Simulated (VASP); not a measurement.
Ta4TeI:

```xyz
6
Lattice="0.0000 4.0372 4.0372 4.0372 0.0000 4.0372 4.0372 4.0372 0.0000" Properties=species:S:1:pos:R:3 pbc="T T T"
Ta    3.0311    5.0433    5.0433
Ta    3.0311    3.0311    3.0311
Ta    5.0433    3.0311    5.0433
Ta    5.0433    5.0433    3.0311
Te    0.0000    0.0000    0.0000
I     6.0558    6.0558    6.0558
```

```yaml
Program: VASP 6.6.1
Task: relaxation of cell and atoms
Functional: PBE
Potentials_or_basis: VASP PAW PBE potentials, release 64 (Ta_pv, Te, I)
Cutoff: 600 eV
k_mesh: 8 × 8 × 8
Occupations: gaussian, width 0.1 eV
Spin: no spin polarisation
```

At the start: pressure -1.8 GPa; volume 21.93 Å³/atom.

Question: Where does the relaxation end?

Answer: Over 3 steps the energy falls by 2.3 meV/atom and the volume is 21.55 Å³/atom (-1.8 %); space group F-43m (No. 216, to 0.05 Å).

Step by step:
```tsv
step	energy change (eV)	largest force (eV/Å)	pressure (GPa)	volume (Å³)
1	0.0000	0.0153	-1.84	131.60
2	0.0016	0.0089	2.05	126.87
3	-0.0135	0.0046	0.01	129.28
```

Final structure:
```yaml
crystal:
  lattice:
    - [0.00000, 4.01328, 4.01328]
    - [4.01328, 0.00000, 4.01328]
    - [4.01328, 4.01328, 0.00000]
  atoms:
    - { symbol: Ta, position: [0.87374, 0.37542, 0.37542] }
    - { symbol: Ta, position: [0.37542, 0.37542, 0.37542] }
    - { symbol: Ta, position: [0.37542, 0.87374, 0.37542] }
    - { symbol: Ta, position: [0.37542, 0.37542, 0.87374] }
    - { symbol: Te, position: [0.00000, 0.00000, 0.00000] }
    - { symbol: I, position: [0.75000, 0.75000, 0.75000] }
```

Caveat: an odd number of electrons without spin polarisation forces a metal; a magnetic or distorted state may lie lower.
